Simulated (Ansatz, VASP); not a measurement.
## TiC: VASP beside Ansatz

INCAR

```
SYSTEM = TiC
ALGO = Normal ; EDIFF = 1E-6
ENCUT = 520 ; GGA = PE
ISIF = 2 ; ISMEAR = 0
LASPH = .TRUE. ; LCHARG = .FALSE.
LREAL = .FALSE. ; LWAVE = .FALSE.
NBANDS = 15 ; NELM = 60
PREC = Accurate ; SIGMA = 0.15
```

File KPOINTS:

```
k-points
0
G
  20 20 20
  0 0 0
```

The input POSCAR:

```
TiC
1.0
    0.0000000000      2.1290906697      2.2355452032
    2.1290906697      0.0000000000      2.2355452032
    2.1290906697      2.1290906697      0.0000000000
Ti C
1 1
Direct
    0.0000000000      0.0000000000      0.0000000000
    0.5000000000      0.5000000000      0.5000000000
```

Input for Ansatz:

```yaml
crystal:
  lattice:
    - [0.0, 2.1290906697, 2.2355452032]
    - [2.1290906697, 0.0, 2.2355452032]
    - [2.1290906697, 2.1290906697, 0.0]
  atoms:
    - { symbol: Ti, position: [0.0, 0.0, 0.0] }
    - { symbol: C, position: [0.5, 0.5, 0.5] }
basis:
  ecutwfc: 420
kpoints:
  mp_grid: { grid: [20, 20, 20] }
hamiltonian:
  xc: pbe
scf:
  occupations: { method: gaussian, width: 0.15 }
output:
  forces: true
  stress: true
  eigenvalues: true
```

Alike in both runs: task single point; functional PBE; k mesh 20 × 20 × 20; occupations gaussian, width 0.15 eV; no spin polarisation.

```csv
,VASP,Ansatz
version,VASP 6.6.1,Ansatz 0.2.0
potentials or method,"VASP PAW PBE potentials, release 64 (Ti_sv, C), cutoff 520 eV","scalar-relativistic, plane waves, PAW"
valence electrons in the cell,16,16
```

|  | VASP | Ansatz | Ansatz less VASP |
| --- | --- | --- | --- |
| gap on the k mesh at the Fermi level (eV) | none | none | - |
| pressure (GPa) | 2.2 | 2.0 | -0.19 |
| traceless stress, the component that is largest in VASP (GPa) | -12.07 | -11.97 | +0.103 |

A gap of «none» marks a metal or a gap that the smearing closes.
